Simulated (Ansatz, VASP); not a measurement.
## Ni: VASP beside Ansatz

```
CELL_PARAMETERS angstrom
0.00000 1.76922 1.76922
1.76922 0.00000 1.76922
1.76922 1.76922 0.00000
ATOMIC_POSITIONS crystal
Ni 0.00000 0.00000 0.00000
```

Alike in both runs: functional revPBE; k mesh 15 × 15 × 15; occupations fermi-dirac, width 0.1 eV; no spin polarisation.

Ansatz relaxed the structure, and its values are those at the end. VASP's run is a single point on that final structure, the one shown.

```csv
,VASP,Ansatz
version,VASP 6.6.1,Ansatz 0.2.0
potentials or method,"VASP PAW PBE potentials, release 64 (Ni), cutoff 520 eV","plane waves (420 eV) with PAW, scalar-relativistic"
valence electrons in the cell,10,18
```

|  | VASP | Ansatz | Ansatz less VASP |
| --- | --- | --- | --- |
| pressure (GPa) | 0.2 | 0.0 | -0.19 |

VASP's potentials were made for PBE, not for revPBE. VASP's potentials hold 10 valence electrons a cell and Ansatz's 18, so a difference there can come from the potentials and not from the codes.
